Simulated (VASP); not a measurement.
# Si16C (a cell with a defect) in VASP: single point with PBE+D3(BJ)

Aim: the single point of Si16C (a cell with a defect) with PBE+D3(BJ).

Everything below comes from runs of VASP 6.6.1. Logs are shortened: lines on timing, memory, paths and dates and some standing lists are left out, and cuts for length are marked.

### Step 1. The cell of the first run

The cell holds a defect, 17 atoms: a = 7.679 Å, b = 7.679 Å, c = 7.679 Å, α = 60.00°, β = 60.00°, γ = 60.00°.

### Step 2. Single point, PBE+D3(BJ), collinear spin, zero start

File INCAR:

```
PREC = Accurate ; ENCUT = 520
EDIFF = 1E-6 ; ISMEAR = 0
SIGMA = 0.05 ; LREAL = Auto
LASPH = True ; NELM = 150
ALGO = Normal ; ISIF = 2
LWAVE = False ; LCHARG = False
ISPIN = 2 ; MAGMOM = 0 0 0 0 0 0 0 0 0 0 0 0 0 0 0 0 0
LORBIT = 11 ; GGA = PE
IVDW = 12 ; NBANDS = 52
```

File KPOINTS:

```
Automatic mesh
0
Gamma
  2 2 2
```

File POSCAR:

```
Si16C
1.0
    0.0000000000      5.4300000000      5.4300000000
    5.4300000000      0.0000000000      5.4300000000
    5.4300000000      5.4300000000      0.0000000000
Si C
16 1
Direct
    0.0094591160      0.0176163904     -0.0230854512
    0.1351169429      0.1402620626      0.1008987109
   -0.0159709945      0.0181190608      0.4725997238
    0.1252247698      0.1325124309      0.6029901473
   -0.0066963168      0.5133992634     -0.0025075506
    0.1120189687      0.6447839779      0.1211016575
   -0.0055310313      0.5084428177      0.4952708103
    0.0979781768      0.6488903315      0.6246778085
    0.5122230203      0.0249462247     -0.0089738490
    0.6379972376      0.1430261510      0.1408622468
    0.5029332413     -0.0373244015      0.5203662063
    0.5997243094      0.1777224678      0.6099300184
    0.4841553407      0.5112481584      0.0182477901
    0.6189724678      0.6509297422      0.1171921731
    0.4690115101      0.5435144567      0.4914884899
    0.6214231123      0.5961533149      0.6496229282
    0.7288808471      0.0714243094      0.3840302026
```

Potentials or basis: VASP PAW PBE potentials, release 64 (Si, C).

Launch:

```console
$ cat potpaw_PBE.64/Si/POTCAR potpaw_PBE.64/C/POTCAR > POTCAR
$ mpirun -np 1 vasp_std > vasp.out
```

OUTCAR:

```text
PREC = Accurate
   ENCUT = 520
   EDIFF = 1E-6
   ISMEAR = 0
   LREAL = Auto
   LASPH = True
   NELM = 150
   ISIF = 2
   ISPIN = 2
   LORBIT = 11
   GGA = PE
   IVDW = 12
 IVDW          = 12

 ion  position               nearest neighbor table
   1  0.009  0.018  0.977-   2 2.33   6 2.34   4 2.35  10 2.35
   2  0.135  0.140  0.101-   1 2.33   3 2.34   5 2.34   9 2.37
   3  0.984  0.018  0.473-  17 2.17   8 2.32   2 2.34   4 2.42  12 2.43
   4  0.125  0.133  0.603-   1 2.35   7 2.36  11 2.39   3 2.42
   5  0.993  0.513  0.997-   8 2.34   6 2.34   2 2.34  14 2.35
   6  0.112  0.645  0.121-  13 2.34   1 2.34   5 2.34   7 2.35
   7  0.994  0.508  0.495-   8 2.35   6 2.35  16 2.35   4 2.36
   8  0.098  0.649  0.625-   3 2.32  15 2.33   5 2.34   7 2.35
   9  0.512  0.025  0.991-  14 2.35   2 2.37  12 2.40  10 2.47
  10  0.638  0.143  0.141-  17 2.04  13 2.32   1 2.35  11 2.42   9 2.47
  11  0.503  0.963  0.520-  17 1.89  16 2.30   4 2.39  10 2.42  12 2.57
  12  0.600  0.178  0.610-  17 1.88  15 2.29   9 2.40   3 2.43  11 2.57
  13  0.484  0.511  0.018-  10 2.32  16 2.33   6 2.34  14 2.35
  14  0.619  0.651  0.117-  13 2.35   5 2.35   9 2.35  15 2.35
  15  0.469  0.544  0.491-  12 2.29  16 2.32   8 2.33  14 2.35
  16  0.621  0.596  0.650-  11 2.30  15 2.32  13 2.33   7 2.35
  17  0.729  0.071  0.384-  12 1.88  11 1.89  10 2.04   3 2.17

  LATTYP: Found a face centered cubic cell.
 ALAT       =    10.8600000000

  Lattice vectors:

 A1 = (   0.0000000000,   5.4300000000,   5.4300000000)
 A2 = (   5.4300000000,   0.0000000000,   5.4300000000)
 A3 = (   5.4300000000,   5.4300000000,   0.0000000000)

Analysis of symmetry for initial positions (statically):
=====================================================================
 Subroutine PRICEL returns:
 Original cell was already a primitive cell.

 Routine SETGRP: Setting up the symmetry group for a
 face centered cubic supercell.

 Subroutine GETGRP returns: Found  1 space group operations
 (whereof  1 operations were pure point group operations)
 out of a pool of 48 trial point group operations.

The static configuration has the point symmetry C_1 .

Analysis of symmetry for dynamics (positions and initial velocities):
=====================================================================
 Subroutine PRICEL returns:
 Original cell was already a primitive cell.

 Routine SETGRP: Setting up the symmetry group for a
 face centered cubic supercell.

 Subroutine GETGRP returns: Found  1 space group operations
[... 175 lines left out ...]
  ext. energy  EPLUGINS =         0.00000000
  ---------------------------------------------------
  free energy    TOTEN  =       -90.78033872 eV

  energy without entropy =      -90.78033840  energy(sigma->0) =      -90.78033856

 E-fermi :   6.1513     XC(G=0):  -9.5693

 val. band max:        5.9924887781   @ k =   0.0000   0.0000   0.0000
 cond. band min:       6.3093953514   @ k =   0.0000   0.0000   0.0000
 fundamental gap:      0.3169065733
 Fermi energy:         6.1513114529

 spin component 1

 k-point     1 :       0.0000    0.0000    0.0000
  band No.  band energies     occupation
      1      -7.4409      1.00000
      2      -5.2604      1.00000
      3      -4.0412      1.00000
      4      -3.7766      1.00000
      5      -3.5627      1.00000
      6      -2.8802      1.00000
[... 381 lines left out ...]
     45      10.2318      0.00000
     46      10.3054      0.00000
 Fermi energy:         6.1513114529

 spin component 2

 k-point     1 :       0.0000    0.0000    0.0000
  band No.  band energies     occupation
      1      -7.4409      1.00000
      2      -5.2604      1.00000
      3      -4.0412      1.00000
      4      -3.7766      1.00000
      5      -3.5627      1.00000
      6      -2.8802      1.00000
[... 381 lines left out ...]
     45      10.2318      0.00000
     46      10.3054      0.00000
 [bands above 46 left out]

------------------------ aborting loop because EDIFF is reached ----------------------------------------

 Edisp (eV)   -5.27839

 E8    (eV) :    -2.1708

  FORCE on cell =-STRESS in cart. coord.  units (eV):
  Direction    XX          YY          ZZ          XY          YZ          ZX
  --------------------------------------------------------------------------------------
  -------------------------------------------------------------------------------------
  Total       0.92774    -1.88790     1.22625    -1.93906    -2.44848     1.34104
  in kB       4.64202    -9.44626     6.13565    -9.70223   -12.25119     6.70999
  external pressure =        0.44 kB  Pullay stress =        0.00 kB

 VOLUME and BASIS-vectors are now :
 -----------------------------------------------------------------------------
  energy-cutoff  :      520.00
  volume of cell :      320.21
      direct lattice vectors                 reciprocal lattice vectors
     0.000000000  5.430000000  5.430000000    -0.092081031  0.092081031  0.092081031
     5.430000000  0.000000000  5.430000000     0.092081031 -0.092081031  0.092081031
     5.430000000  5.430000000  0.000000000     0.092081031  0.092081031 -0.092081031

 POSITION                                       TOTAL-FORCE (eV/Angst)
 -----------------------------------------------------------------------------------
      5.40030      5.35601      0.14702        -0.080696     -0.083518     -0.021120
      1.30950      1.28157      1.49531        -0.029991      0.209231      0.262406
      2.66460      7.90949      5.44166        -0.144994     -0.417115     -0.289020
      3.99378      3.95421      1.39951         0.038134      0.134665      0.135626
      8.20414     10.81002      8.18140        -0.009618     -0.036498      0.009199
      4.15876      1.26585      4.10944        -0.000034      0.010578     -0.019596
[... 9 lines left out ...]
      6.76457      6.90178      6.61144         0.070376     -0.047009      0.100448
      2.47312      6.04311      4.34566         0.085984     -0.146452     -0.354631
 -----------------------------------------------------------------------------------
    total drift:                                0.005861      0.001252     -0.002235

  FREE ENERGIE OF THE ION-ELECTRON SYSTEM (eV)
  ---------------------------------------------------
  free  energy   TOTEN  =       -96.0587253207 eV

  energy  without entropy=      -96.0587249972  energy(sigma->0) =      -96.05872516

 total charge

# of ion       s       p       d       tot
------------------------------------------
    1        0.752   0.942   0.000   1.695
    2        0.749   0.945   0.000   1.693
    3        0.746   0.892   0.000   1.638
    4        0.755   0.922   0.000   1.677
    5        0.738   0.960   0.000   1.698
    6        0.739   0.960   0.000   1.699
[... 9 lines left out ...]
   16        0.746   0.972   0.000   1.717
   17        0.922   1.443   0.000   2.364
--------------------------------------------------
tot         12.885  16.443   0.000  29.328

 magnetization (x)

# of ion       s       p       d       tot
------------------------------------------
    1        0.000  -0.000   0.000   0.000
    2        0.000   0.000   0.000   0.000
    3       -0.000  -0.000   0.000  -0.000
    4       -0.000  -0.000   0.000  -0.000
    5       -0.000  -0.000   0.000  -0.000
    6        0.000  -0.000   0.000   0.000
[... 9 lines left out ...]
   16        0.000  -0.000   0.000   0.000
   17       -0.000  -0.000   0.000  -0.000
--------------------------------------------------
tot          0.000  -0.000   0.000   0.000
```

OSZICAR:

```text
N       E                     dE             d eps       ncg     rms          rms(c)
DAV:   1     0.164332073560E+03    0.16433E+03   -0.26185E+04  1664   0.108E+03
DAV:   2    -0.771739196240E+02   -0.24151E+03   -0.22654E+03  2016   0.166E+02
DAV:   3    -0.936430519423E+02   -0.16469E+02   -0.16127E+02  2152   0.387E+01
DAV:   4    -0.940428762561E+02   -0.39982E+00   -0.39833E+00  2096   0.728E+00
DAV:   5    -0.940533960376E+02   -0.10520E-01   -0.10513E-01  2148   0.114E+00    0.157E+01
DAV:   6    -0.910153651990E+02    0.30380E+01   -0.77960E+00  2624   0.111E+01    0.929E+00
DAV:   7    -0.908870685725E+02    0.12830E+00   -0.34879E+00  1884   0.548E+00    0.486E+00
DAV:   8    -0.908073956695E+02    0.79673E-01   -0.87152E-01  2256   0.289E+00    0.136E+00
DAV:   9    -0.907730872428E+02    0.34308E-01   -0.21462E-01  2352   0.161E+00    0.439E-01
DAV:  10    -0.907793660389E+02   -0.62788E-02   -0.49452E-02  1968   0.648E-01    0.207E-01
DAV:  11    -0.907800930018E+02   -0.72696E-03   -0.27060E-03  2088   0.177E-01    0.105E-01
DAV:  12    -0.907802653862E+02   -0.17238E-03   -0.37402E-04  2376   0.663E-02    0.561E-02
DAV:  13    -0.907803305897E+02   -0.65203E-04   -0.91967E-05  1992   0.339E-02    0.188E-02
DAV:  14    -0.907803362565E+02   -0.56668E-05   -0.11698E-05  2168   0.125E-02    0.853E-03
DAV:  15    -0.907803383584E+02   -0.21019E-05   -0.53590E-06  1984   0.796E-03    0.314E-03
DAV:  16    -0.907803387224E+02   -0.36400E-06   -0.41002E-07  1168   0.239E-03
   1 F= -.96058725E+02 E0= -.96058725E+02  d E =-.323519E-06  mag=     0.0000
```

It took 3.4 min on 1 thread of Intel Xeon 6975P-C (Granite Rapids), shared host; peak memory 0.7 GiB.

Results:

| Property | Result |
| --- | --- |
| Free energy | -96.0587 eV |
| Pressure | 0.0 GPa |
| Largest force | 0.528 eV/Å |
| Band gap on the k mesh | 0.32 eV |
| Net moment | 0.00 μB per cell |
| Valence electrons inside the program's atomic spheres | Si 1.70, 1.69, 1.64, 1.68, 1.67, 1.71, 1.72 (each value once); C 2.36 |
| Dispersion energy per atom | -0.310 eV |

Forces in eV/Å, atoms in the order of the input:
```
Si  -0.081 -0.084 -0.021
Si  -0.030  0.209  0.262
Si  -0.145 -0.417 -0.289
Si   0.038  0.135  0.136
Si  -0.010 -0.036  0.009
Si   0.000  0.011 -0.020
Si  -0.011  0.041 -0.034
Si   0.004  0.023  0.007
Si   0.033 -0.187 -0.162
Si   0.036  0.367  0.346
Si  -0.059 -0.093 -0.150
Si   0.097  0.207  0.295
Si  -0.022  0.004 -0.003
Si  -0.012  0.027 -0.069
Si   0.005 -0.012 -0.055
Si   0.070 -0.047  0.100
C    0.086 -0.146 -0.355
```

Caveat: the k points lie up to 0.50 Å⁻¹ apart.
